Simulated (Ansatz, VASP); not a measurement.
**PbS: VASP beside Ansatz**

```
Pb S
1.0
     0.00000    2.96575    2.96575
     2.96575    0.00000    2.96575
     2.96575    2.96575    0.00000
Pb S
1 1
Cartesian
  0.0000 0.0000 0.0000
  2.9657 2.9657 2.9657
```

Alike in both runs: functional LDA; k mesh 5 × 5 × 5; occupations fermi-dirac, width 0.05 eV; no spin polarisation.

|  | VASP | Ansatz |
| --- | --- | --- |
| version | VASP 6.6.1 | Ansatz 0.2.0 |
| potentials or method | VASP PAW LDA potentials, release 64 (Pb_d, S) | Ansatz PAW |
| plane-wave cutoff (eV) | 520 | 420 |
| valence electrons in the cell | 20 | 20 |
| task | single point | band structure |

```tsv
	VASP	Ansatz	Ansatz less VASP
pressure (GPa)	-2.8	-2.8	-0.03
```

LDA's correlation is that of Perdew and Zunger in VASP and of Perdew and Wang (1992) in Ansatz.

Spin-orbit coupling is off throughout.
